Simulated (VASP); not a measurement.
# SiO2 (P4_2/mnm) in VASP: further runs, part 2 of 2

VASP 6.6.1.

## Step 3: Single point, LDA (volume 8.883 Å^3 an atom, c/a of the conventional cell 0.5955)

INCAR

```
PREC = Accurate
ENCUT = 520
EDIFF = 1E-7
ISMEAR = 0
SIGMA = 0.05
LREAL = F
LASPH = T
NELM = 80
ALGO = Normal
ISIF = 2
LWAVE = F
LCHARG = F
GGA = CA
NBANDS = 25
```

KPOINTS

```
regular mesh
0
Gamma
  6 6 10
```

POSCAR

```
SiO2
1.0
    4.4731114146      0.0000000000      0.0000000000
    0.0000000000      4.4731114146      0.0000000000
    0.0000000000      0.0000000000      2.6637378474
Si O
2 4
Direct
    0.5000000000      0.5000000000      0.5000000000
    0.0000000000      0.0000000000      0.0000000000
    0.6944252994      0.6944252994      0.0000000000
    0.1944252994      0.8055747006      0.5000000000
    0.3055747006      0.3055747006      0.0000000000
    0.8055747006      0.1944252994      0.5000000000
```

Potentials or basis: VASP PAW LDA potentials, release 64 (Si, O).

Started as:

```bash
cat potpaw_LDA.64/Si/POTCAR potpaw_LDA.64/O/POTCAR > POTCAR
mpirun -np 1 vasp_std > vasp.out
```

OUTCAR:

```text
PREC = Accurate
   ENCUT = 520
   EDIFF = 1E-7
   ISMEAR = 0
   LREAL = F
   LASPH = T
   NELM = 80
   ISIF = 2
   GGA = CA

 ion  position               nearest neighbor table
   1  0.500  0.500  0.500-   3 1.81   5 1.81   3 1.81   5 1.81   4 1.93   6 1.93
   2  0.000  0.000  0.000-   4 1.81   6 1.81   4 1.81   6 1.81   5 1.93   3 1.93
   3  0.694  0.694  0.000-   1 1.81   1 1.81   2 1.93
   4  0.194  0.806  0.500-   2 1.81   2 1.81   1 1.93
   5  0.306  0.306  0.000-   1 1.81   1 1.81   2 1.93
   6  0.806  0.194  0.500-   2 1.81   2 1.81   1 1.93

  LATTYP: Found a simple tetragonal cell.
 ALAT       =     4.4731114146
 C/A-ratio  =     0.5955000000

  Lattice vectors:

 A1 = (   4.4731114146,   0.0000000000,   0.0000000000)
 A2 = (   0.0000000000,   4.4731114146,   0.0000000000)
 A3 = (   0.0000000000,   0.0000000000,   2.6637378474)

Analysis of symmetry for initial positions (statically):
=====================================================================
 Subroutine PRICEL returns:
 Original cell was already a primitive cell.

 Routine SETGRP: Setting up the symmetry group for a
[... 175 lines left out ...]
  free energy    TOTEN  =       -50.97010892 eV

  energy without entropy =      -50.97010892  energy(sigma->0) =      -50.97010892

 E-fermi :   6.3977     XC(G=0): -12.0361

 val. band max:        6.1907981792   @ k =   0.0000   0.0000   0.0000
 cond. band min:       9.7129617700   @ k =   0.0000   0.0000   0.0000
 fundamental gap:      3.5221635908
 Fermi energy:         6.3976640817

 k-point     1 :       0.0000    0.0000    0.0000
  band No.  band energies     occupation
      1     -14.8893      2.00000
      2     -11.9357      2.00000
      3     -11.9357      2.00000
      4     -11.8386      2.00000
      5      -3.9688      2.00000
      6       0.1310      2.00000
[... 661 lines left out ...]
     24      18.5270      0.00000
     25      19.2399      0.00000

 [... further k-points ...]
[... 5 lines left out ...]
  --------------------------------------------------------------------------------------
  -------------------------------------------------------------------------------------
  Total      -13.0884364    -13.0884364     -6.3682129      0.0000000      0.0000000      0.0000000
  in kB     -393.4480852   -393.4480852   -191.4331942      0.0000000      0.0000000      0.0000000
  external PRESSURE =    -326.1097882 kB  Pullay stress =       0.0000000 kB

 VOLUME and BASIS-vectors are now :
 -----------------------------------------------------------------------------
  energy-cutoff  :      520.00
  volume of cell :       53.30
      direct lattice vectors                 reciprocal lattice vectors
     4.473111415  0.000000000  0.000000000     0.223558035  0.000000000  0.000000000
     0.000000000  4.473111415  0.000000000     0.000000000  0.223558035  0.000000000
     0.000000000  0.000000000  2.663737847     0.000000000  0.000000000  0.375412318

 POSITION                                       TOTAL-FORCE (eV/Angst)
 -----------------------------------------------------------------------------------
      2.23656      2.23656      1.33187         0.000000     -0.000000     -0.000000
      0.00000      0.00000      0.00000         0.000000     -0.000000     -0.000000
      3.10624      3.10624      0.00000        -1.088885     -1.088885     -0.000000
      0.86969      3.60343      1.33187        -1.088885      1.088885     -0.000000
      1.36687      1.36687      0.00000         1.088885      1.088885      0.000000
      3.60343      0.86969      1.33187         1.088885     -1.088885     -0.000000
 -----------------------------------------------------------------------------------
    total drift:                                0.000000     -0.000000     -0.000000

  FREE ENERGIE OF THE ION-ELECTRON SYSTEM (eV)
  ---------------------------------------------------
  free  energy   TOTEN  =       -50.9701089185 eV

  energy  without entropy=      -50.9701089185  energy(sigma->0) =      -50.97010892
```

Wall time 29 s (1 thread of Intel Xeon 6975P-C (Granite Rapids), shared host); peak memory 0.17 GiB.

Results:

* Free energy: -50.9701 eV
* Pressure: -32.6 GPa
* Largest force: 1.540 eV/Å
* Band gap on the k mesh: 3.52 eV, direct

Forces on the atoms (eV/Å):
```
Si   0.000  0.000  0.000
Si   0.000  0.000  0.000
O   -1.089 -1.089  0.000
O   -1.089  1.089  0.000
O    1.089  1.089  0.000
O    1.089 -1.089  0.000
```

Stress tensor (GPa, compression positive):
```
-39.34   0.00   0.00
  0.00 -39.34   0.00
  0.00   0.00 -19.14
```

Levels at points of the mesh, in eV from the valence-band top:
| k point | band 14 | band 15 | band 16 | band 17 | band 18 | band 19 |
| --- | --- | --- | --- | --- | --- | --- |
| (0.00, 0.00, 0.00) | -0.88 | -0.88 | 0.00 | 3.52 | 6.93 | 7.97 |
| (0.50, 0.00, 0.00) | -2.11 | -1.01 | -1.01 | 6.15 | 6.15 | 8.83 |
| (0.50, 0.50, 0.00) | -2.29 | -2.06 | -2.06 | 6.18 | 6.18 | 9.40 |
| (0.00, 0.00, 0.50) | -2.34 | -2.23 | -2.23 | 7.02 | 7.02 | 10.46 |
| (0.50, 0.00, 0.50) | -2.07 | -1.45 | -1.45 | 6.96 | 6.96 | 7.76 |
| (0.50, 0.50, 0.50) | -1.63 | -1.28 | -1.28 | 5.28 | 5.28 | 9.48 |

Caveat: forces of over 1 eV/Å act on the atoms, so gaps and moduli don't describe the material at rest. A k mesh can miss the band edges.

## Step 4: Single point, LDA (volume 8.883 Å^3 an atom, c/a of the conventional cell 0.5537)

INCAR

```
SYSTEM = SiO2
PREC = Accurate
ENCUT = 520
EDIFF = 1E-7
ISMEAR = 0
SIGMA = 0.05
LREAL = .FALSE.
LASPH = .TRUE.
NELM = 60
ALGO = Normal
ISIF = 2
LWAVE = .FALSE.
LCHARG = .FALSE.
GGA = CA
NBANDS = 25
```

KPOINTS

```
regular mesh
0
G
  6 6 10
  0 0 0
```

Changes to POSCAR since step 3:

```diff
@@ -2,5 +2,5 @@
 1.0
-    4.4731114146      0.0000000000      0.0000000000
-    0.0000000000      4.4731114146      0.0000000000
-    0.0000000000      0.0000000000      2.6637378474
+    4.5829536288      0.0000000000      0.0000000000
+    0.0000000000      4.5829536288      0.0000000000
+    0.0000000000      0.0000000000      2.5375814243
 Si O
```

Potentials or basis: VASP PAW LDA potentials, release 64 (Si, O).

Started as:

```bash
cat potpaw_LDA.64/Si/POTCAR potpaw_LDA.64/O/POTCAR > POTCAR
mpirun -np 1 vasp_std > vasp.out
```

OUTCAR:

```text
SYSTEM = SiO2
   PREC = Accurate
   ENCUT = 520
   EDIFF = 1E-7
   ISMEAR = 0
   LREAL = .FALSE.
   LASPH = .TRUE.
   NELM = 60
   ISIF = 2
   GGA = CA

 ion  position               nearest neighbor table
   1  0.500  0.500  0.500-   3 1.79   5 1.79   3 1.79   5 1.79   4 1.98   6 1.98
   2  0.000  0.000  0.000-   4 1.79   6 1.79   4 1.79   6 1.79   5 1.98   3 1.98
   3  0.694  0.694  0.000-   1 1.79   1 1.79   2 1.98
   4  0.194  0.806  0.500-   2 1.79   2 1.79   1 1.98
   5  0.306  0.306  0.000-   1 1.79   1 1.79   2 1.98
   6  0.806  0.194  0.500-   2 1.79   2 1.79   1 1.98

  LATTYP: Found a simple tetragonal cell.
 ALAT       =     4.5829536288
 C/A-ratio  =     0.5537000000

  Lattice vectors:

 A1 = (   4.5829536288,   0.0000000000,   0.0000000000)
 A2 = (   0.0000000000,   4.5829536288,   0.0000000000)
 A3 = (   0.0000000000,   0.0000000000,   2.5375814243)

Analysis of symmetry for initial positions (statically):
=====================================================================
 Subroutine PRICEL returns:
 Original cell was already a primitive cell.

 Routine SETGRP: Setting up the symmetry group for a
 simple tetragonal supercell.

[... 174 lines left out ...]

  energy without entropy =      -50.38560027  energy(sigma->0) =      -50.38560027

 E-fermi :   6.2515     XC(G=0): -12.0098

 val. band max:        5.9683940180   @ k =   0.0000   0.0000   0.0000
 cond. band min:       9.5523453982   @ k =   0.0000   0.0000   0.0000
 fundamental gap:      3.5839513802
 Fermi energy:         6.2515261198

 k-point     1 :       0.0000    0.0000    0.0000
  band No.  band energies     occupation
      1     -15.0540      2.00000
      2     -12.2757      2.00000
      3     -12.2370      2.00000
      4     -12.2370      2.00000
      5      -4.1083      2.00000
      6      -0.2362      2.00000
[... 661 lines left out ...]
     24      18.9525      0.00000
     25      19.4300      0.00000

 [... further k-points ...]
[... 5 lines left out ...]
  --------------------------------------------------------------------------------------
  -------------------------------------------------------------------------------------
  Total      -14.9931307    -14.9931307      2.7112923      0.0000000      0.0000000      0.0000000
  in kB     -450.7046065   -450.7046065     81.5034537      0.0000000      0.0000000      0.0000000
  external PRESSURE =    -273.3019197 kB  Pullay stress =       0.0000000 kB

 VOLUME and BASIS-vectors are now :
 -----------------------------------------------------------------------------
  energy-cutoff  :      520.00
  volume of cell :       53.30
      direct lattice vectors                 reciprocal lattice vectors
     4.582953629  0.000000000  0.000000000     0.218199895  0.000000000  0.000000000
     0.000000000  4.582953629  0.000000000     0.000000000  0.218199895  0.000000000
     0.000000000  0.000000000  2.537581424     0.000000000  0.000000000  0.394076025

 POSITION                                       TOTAL-FORCE (eV/Angst)
 -----------------------------------------------------------------------------------
      2.29148      2.29148      1.26879        -0.000000      0.000000     -0.000000
      0.00000      0.00000      0.00000        -0.000000      0.000000     -0.000000
      3.18252      3.18252      0.00000        -1.634282     -1.634282      0.000000
      0.89104      3.69191      1.26879        -1.634282      1.634282     -0.000000
      1.40043      1.40043      0.00000         1.634282      1.634282     -0.000000
      3.69191      0.89104      1.26879         1.634282     -1.634282      0.000000
 -----------------------------------------------------------------------------------
    total drift:                                0.000000     -0.000000     -0.000000

  FREE ENERGIE OF THE ION-ELECTRON SYSTEM (eV)
  ---------------------------------------------------
  free  energy   TOTEN  =       -50.3856002704 eV

  energy  without entropy=      -50.3856002704  energy(sigma->0) =      -50.38560027
```

OSZICAR:

```text
N       E                     dE             d eps       ncg     rms          rms(c)
DAV:   1     0.131094116280E+03    0.13109E+03   -0.17253E+04  3008   0.121E+03
DAV:   2    -0.476014622039E+02   -0.17870E+03   -0.16952E+03  3859   0.271E+02
DAV:   3    -0.549715085419E+02   -0.73700E+01   -0.73310E+01  3997   0.530E+01
DAV:   4    -0.550257854354E+02   -0.54277E-01   -0.54257E-01  3533   0.527E+00
DAV:   5    -0.550262894982E+02   -0.50406E-03   -0.50399E-03  3967   0.486E-01    0.160E+01
DAV:   6    -0.504706560726E+02    0.45556E+01   -0.12861E+01  3706   0.238E+01    0.739E+00
DAV:   7    -0.504331697846E+02    0.37486E-01   -0.69060E-01  3711   0.482E+00    0.281E+00
DAV:   8    -0.503922903904E+02    0.40879E-01   -0.36817E-02  3720   0.157E+00    0.964E-01
DAV:   9    -0.503856046034E+02    0.66858E-02   -0.63671E-03  3866   0.644E-01    0.217E-01
DAV:  10    -0.503856110392E+02   -0.64357E-05   -0.48714E-04  3719   0.155E-01    0.700E-02
DAV:  11    -0.503856013329E+02    0.97063E-05   -0.30578E-05  3946   0.412E-02    0.313E-02
DAV:  12    -0.503856002757E+02    0.10572E-05   -0.42133E-06  3722   0.148E-02    0.870E-03
DAV:  13    -0.503856002704E+02    0.53024E-08   -0.42194E-07  3871   0.444E-03
   1 F= -.50385600E+02 E0= -.50385600E+02  d E =-.929721E-18
```

stdout:

```text
POSCAR found type information on POSCAR SiO
 POSCAR found :  2 types and       6 ions
 scaLAPACK will be used
 LDA part: xc-table for (Slater(with rela. corr.)+CA(PZ))
 , standard interpolation
 POSCAR, INCAR and KPOINTS ok, starting setup
 FFT: planning ... GRIDC
 FFT: planning ... GRID_SOFT
 FFT: planning ... GRID
 WAVECAR not read
 entering main loop
```

Wall time 40 s (1 thread of Intel Xeon 6975P-C, shared host); peak memory 0.18 GiB.

What came out:

| Item | Value |
| --- | --- |
| Free energy | -50.3856 eV |
| Pressure | -27.3 GPa |
| Largest force | 2.311 eV/Å |
| Band gap on the k mesh | 3.58 eV, direct |

Forces on the atoms (eV/Å):
```
Si   0.000  0.000  0.000
Si   0.000  0.000  0.000
O   -1.634 -1.634  0.000
O   -1.634  1.634  0.000
O    1.634  1.634  0.000
O    1.634 -1.634  0.000
```

Caveat: forces of over 1 eV/Å act on the atoms, so gaps and moduli don't describe the material at rest. A k mesh can miss the band edges.

## Step 5: Single point, LDA (volume 6.678 Å^3 an atom, c/a of the conventional cell 0.7144)

INCAR

```
SYSTEM = SiO2
  PREC = Accurate
  ENCUT = 520
  EDIFF = 1E-6
  ISMEAR = 0
  SIGMA = 0.05
  LREAL = .FALSE.
  LASPH = .TRUE.
  NELM = 60
  ALGO = Normal
  ISIF = 2
  LWAVE = .FALSE.
  LCHARG = .FALSE.
  NBANDS = 25
```

KPOINTS

```
Automatic mesh
0
G
  6 6 10
  0 0 0
```

Changes to POSCAR since step 4:

```diff
@@ -2,5 +2,5 @@
 1.0
-    4.5829536288      0.0000000000      0.0000000000
-    0.0000000000      4.5829536288      0.0000000000
-    0.0000000000      0.0000000000      2.5375814243
+    3.8278249871      0.0000000000      0.0000000000
+    0.0000000000      3.8278249871      0.0000000000
+    0.0000000000      0.0000000000      2.7345981708
 Si O
```

Started as:

```bash
cat potpaw_LDA.64/Si/POTCAR potpaw_LDA.64/O/POTCAR > POTCAR
mpirun -np 1 vasp_std > vasp.out
```

Run time: 28 s. Hardware: 1 thread of Intel Xeon Platinum 8375C at 2.90GHz (Ice Lake), shared host; peak memory 0.15 GiB.

The run converged. Its results:

* Free energy: -50.5120 eV
* Pressure: 59.6 GPa
* Largest force: 0.798 eV/Å
* Band gap on the k mesh: 5.45 eV, direct

Forces in eV/Å, atoms in the order of the input:
```
Si   0.000  0.000  0.000
Si   0.000  0.000  0.000
O    0.564  0.564  0.000
O    0.564 -0.564  0.000
O   -0.564 -0.564  0.000
O   -0.564  0.564  0.000
```

Stress tensor (GPa, compression positive):
```
77.47  0.00  0.00
 0.00 77.47  0.00
 0.00  0.00 23.91
```

Levels at points of the mesh, in eV from the valence-band top:
```tsv
k point	band 12	band 13	band 14	band 15	band 16	band 17	band 18	band 19	band 20	band 21
(0.00, 0.00, 0.00)	-3.99	-2.89	-0.73	-0.73	0.00	5.45	7.81	7.97	7.97	11.19
(0.50, 0.00, 0.00)	-4.44	-3.25	-3.25	-1.06	-1.06	8.03	8.03	9.14	9.14	13.26
(0.50, 0.50, 0.00)	-4.29	-3.33	-3.33	-2.22	-2.22	7.97	7.97	10.33	10.33	15.09
(0.00, 0.00, 0.50)	-4.69	-4.19	-4.19	-2.98	-2.98	11.32	11.32	13.13	13.13	13.95
(0.50, 0.00, 0.50)	-4.55	-2.19	-2.19	-1.90	-1.90	10.47	10.47	12.78	12.78	13.14
(0.50, 0.50, 0.50)	-4.39	-1.62	-1.62	-1.51	-1.51	9.60	9.60	12.30	12.30	12.64
```

 A k mesh can miss the band edges.

## Step 6: Summary

| cell | gap on the mesh (eV) | pressure (GPa) | largest force (eV/Å) |
| --- | --- | --- | --- |
| a = 4.159, b = 4.159, c = 3.081 Å, 6 atoms | 2.86 | -36.7 | 0.58 |
| a = 4.473, b = 4.473, c = 2.664 Å, 6 atoms | 3.52 | -32.6 | 1.54 |
| a = 4.583, b = 4.583, c = 2.538 Å, 6 atoms | 3.58 | -27.3 | 2.31 |
| a = 3.828, b = 3.828, c = 2.735 Å, 6 atoms | 5.45 | 59.6 | 0.80 |

Alike in all rows: task single point; level LDA; potentials or basis VASP PAW LDA potentials, release 64 (Si, O); no spin polarisation; k mesh 6 × 6 × 10; cutoff (eV) 520; smearing gaussian 0.05 eV.

Caveats: forces of over 1 eV/Å act on the atoms, so gaps and moduli don't describe the material at rest (some runs).

Total energies depend on the potentials used, so only differences within one code and one set of settings carry meaning.
